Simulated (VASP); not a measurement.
A run of VASP 6.6.1:

Contents of INCAR:

```
SYSTEM = BP
PREC = Accurate
ENCUT = 600
EDIFF = 1E-7
ISMEAR = -1
SIGMA = 0.05
LREAL = .False.
LASPH = .True.
NELM = 80
ALGO = Normal
ISIF = 3
LWAVE = .False.
LCHARG = .False.
GGA = PS
IVDW = 12
IBRION = 2
NSW = 80
EDIFFG = -0.005
```

File KPOINTS:

```
regular mesh
0
Gamma
  10 10 10
  0 0 0
```

File POSCAR:

```
BP
1.0
    0.0000000000      2.2690000000      2.2690000000
    2.2690000000      0.0000000000      2.2690000000
    2.2690000000      2.2690000000      0.0000000000
P B
1 1
Direct
    0.7500000000      0.7500000000      0.7500000000
    0.0000000000      0.0000000000      0.0000000000
```

Potentials or basis: VASP PAW PBE potentials, release 64 (P, B).

Command:

```bash
$ cat potpaw_PBE.64/P/POTCAR potpaw_PBE.64/B/POTCAR > POTCAR
$ mpirun -np 1 vasp_std > vasp.out
```

Hardware: 1 thread of AMD EPYC 7R43 64-Core Processor (Zen 3) (shared host).

**Question.** Estimate the wall time of this run.

**Answer.** It took 31 s on 1 thread of AMD EPYC 7R43 64-Core Processor (Zen 3), with other jobs on the host, peak memory 0.13 GiB. Counts: scf iterations 28, k points 47, ion steps 3.
